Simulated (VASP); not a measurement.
Here is a VASP 6.6.1 calculation.

File INCAR:

```
SYSTEM = Fe3Ge
PREC = Accurate ; ENCUT = 520
EDIFF = 1E-7 ; ISMEAR = -1
SIGMA = 0.03 ; LREAL = .False.
LASPH = .True. ; NELM = 150
ALGO = Normal ; ISIF = 2
LWAVE = .False. ; LCHARG = .False.
ISPIN = 2 ; MAGMOM = 3 3 3 0
LORBIT = 11 ; LMAXMIX = 4
GGA = PS ; NBANDS = 31
```

Contents of KPOINTS:

```
regular mesh
0
Gamma
  9 9 9
  0 0 0
```

The input POSCAR:

```
Fe3Ge
1.0
    3.5341743944      0.0000000000      0.0000000000
    0.0000000000      3.5341743944      0.0000000000
    0.0000000000      0.0000000000      3.5341743944
Fe Ge
3 1
Direct
    0.0000000000      0.5000000000      0.5000000000
    0.5000000000      0.5000000000      0.0000000000
    0.5000000000      0.0000000000      0.5000000000
    0.0000000000      0.0000000000      0.0000000000
```

Potentials or basis: VASP PAW PBE potentials, release 64 (Fe, Ge_d).

Command:

```console
$ cat potpaw_PBE.64/Fe/POTCAR potpaw_PBE.64/Ge_d/POTCAR > POTCAR
$ mpirun -np 1 vasp_std > vasp.out
```

Q: Estimate the net moment.

A: 6.13 μB per cell.

Q: Estimate the site moments.

A: Fe +2.06; Ge -0.12 μB.

Q: Predict the pressure.

A: 9.8 GPa.

Caveat: the PAW data sets were made with another functional, which shifts forces and pressure a little.
